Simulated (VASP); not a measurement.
Input of a VASP 6.6.1 run:

The input INCAR:

```
PREC = Accurate ; ENCUT = 500
EDIFF = 1E-6 ; ISMEAR = 0
SIGMA = 0.02 ; LREAL = F
LASPH = T ; NELM = 120
ALGO = Normal ; ISIF = 2
LWAVE = F ; LCHARG = F
GGA = PE ; NBANDS = 11
GGA_COMPAT = F
```

File KPOINTS:

```
Automatic mesh
0
Gamma
  8 8 8
```

File POSCAR:

```
AlAs
1.0
    0.0000000000      2.9562506178      2.9562506178
    2.9562506178      0.0000000000      2.9562506178
    2.9562506178      2.9562506178      0.0000000000
Al As
1 1
Direct
    0.0000000000      0.0000000000      0.0000000000
    0.2500000000      0.2500000000      0.2500000000
```

Potentials or basis: VASP PAW PBE potentials, release 64 (Al, As).

Command:

```sh
$ cat potpaw_PBE.64/Al/POTCAR potpaw_PBE.64/As/POTCAR > POTCAR
$ mpirun -np 1 vasp_std > vasp.out
```

Q: What does it give for the pressure?

A: -5.1 GPa.

Q: Estimate the band gap on the k mesh.

A: 1.07 eV, direct.
